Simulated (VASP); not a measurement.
A run of VASP 6.6.1 is set up as follows.

File POSCAR:

```
CuO
1.0
    2.3418500000     -1.7113000000      0.0000000000
    2.3418500000      1.7113000000      0.0000000000
   -0.8500274268      0.0000000000      5.0578693947
Cu O
2 2
Direct
    0.5000000000      0.0000000000      0.5000000000
    0.0000000000      0.5000000000      0.0000000000
    0.4184000000      0.5816000000      0.7500000000
    0.5816000000      0.4184000000      0.2500000000
```

INCAR.step1

```
ALGO = Normal ; EDIFF = 1E-4
ENCUT = 520 ; GGA = PE
ISMEAR = -1 ; LASPH = T
LCHARG = F ; LDAU = T
LDAUJ = 0 0 ; LDAUL = 2 -1
LDAUTYPE = 2 ; LDAUU = 4.5 0
LMAXMIX = 4 ; LREAL = F
LWAVE = T ; NBANDS = 25
NELM = 150 ; PREC = Accurate
SIGMA = 0.05
```

INCAR.step2

```
ALGO = Normal ; EDIFF = 1E-7
ENCUT = 520 ; ISIF = 2
ISMEAR = -1 ; ISTART = 1
LASPH = T ; LCHARG = T
LDAU = T ; LDAUJ = 0 0
LDAUL = 2 -1 ; LDAUPRINT = 1
LDAUTYPE = 2 ; LDAUU = 4.5 0
LELF = T ; LMAXMIX = 4
LMIXTAU = T ; LREAL = F
LVHAR = T ; LWAVE = F
METAGGA = R2SCAN ; NBANDS = 25
NELM = 150 ; PREC = Accurate
SIGMA = 0.05
```

The input KPOINTS:

```
k-points
0
Gamma
  10 10 5
```

Potentials or basis: VASP PAW PBE potentials, release 64 (Cu, O).

Launch:

```console
$ cat potpaw_PBE.64/Cu/POTCAR potpaw_PBE.64/O/POTCAR > POTCAR
$ cp INCAR.step1 INCAR
$ mpirun -np 1 vasp_std > vasp.out
$ cp INCAR.step2 INCAR
$ mpirun -np 1 vasp_std > vasp.out
```

Task: Predict the band gap on the k mesh.

Result: Zero (bands 17 and 18 overlap by 0.61 eV).

Task: Predict the pressure.

Result: -3.7 GPa.

Task: Estimate the largest force.

Result: 0.192 eV/Å.

Forces on the atoms (eV/Å):
```
Cu   0.000  0.000  0.000
Cu   0.000  0.000  0.000
O    0.000 -0.192  0.000
O    0.000  0.192  0.000
```

Caveat: the cell stands under tension; the PAW data sets were made with another functional, which shifts forces and pressure a little; U without spin polarisation on a metal has little footing.
